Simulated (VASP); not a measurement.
Wanted: the native input for a VASP 6.6.1 run.

```
Task                   : relaxation of cell and atoms
Functional             : LDA
Potentials or basis    : VASP PAW LDA potentials, release 64 (Sc_sv, Hg_sv_GW)
Cutoff                 : 500 eV
k mesh                 : 10 × 10 × 10
Occupations            : fermi-dirac, width 0.05 eV
Spin                   : no spin polarisation
Dipole correction      : no
Second run             : valence_matched
Further INCAR settings : ALGO = Normal; EDIFF = 1e-07; IBRION = 2; EDIFFG = -0.002; NSW = 100; ISIF = 3
```

The structure of ScHg lies in POSCAR:

```
ScHg
1.0
    3.4800000000      0.0000000000      0.0000000000
    0.0000000000      3.4800000000      0.0000000000
    0.0000000000      0.0000000000      3.4800000000
Sc Hg
1 1
Direct
    0.5000000000      0.5000000000      0.5000000000
    0.0000000000      0.0000000000      0.0000000000
```

One way to write it, as run:

INCAR

```
PREC = Accurate ; ENCUT = 500
EDIFF = 1E-7 ; ISMEAR = -1
SIGMA = 0.05 ; LREAL = F
LASPH = T ; NELM = 120
ALGO = Normal ; ISIF = 3
LWAVE = F ; LCHARG = F
GGA = CA ; IBRION = 2
NSW = 100 ; EDIFFG = -0.002
GGA_COMPAT = F ; NELMIN = 4
```

KPOINTS

```
Automatic mesh
0
Gamma
  10 10 10
```

Potentials or basis: VASP PAW LDA potentials, release 64 (Sc_sv, Hg_sv_GW).

Command:

```bash
$ cat potpaw_LDA.64/Sc_sv/POTCAR potpaw_LDA.64/Hg_sv_GW/POTCAR > POTCAR
$ mpirun -np 1 vasp_std > vasp.out
```

Results of the run:

```yaml
Relaxed_volume: 20.10 Å³/atom
Relaxed_cell: a = 3.425 Å, b = 3.425 Å, c = 3.425 Å, α = 90.00°, β = 90.00°, γ = 90.00°
Space_group_after_relaxing_to_0.05_Å: Pm-3m (No. 221)
Energy_gained_by_relaxing: 14.2 meV/atom
Ionic_steps: 3
Pressure_after_relaxing: 0.0 GPa
```

Wall time 110 s on 1 thread of Intel(R) Xeon(R) Platinum 8375C CPU @ 2.90GHz (Ice Lake), with other jobs on the host, peak memory 0.19 GiB.
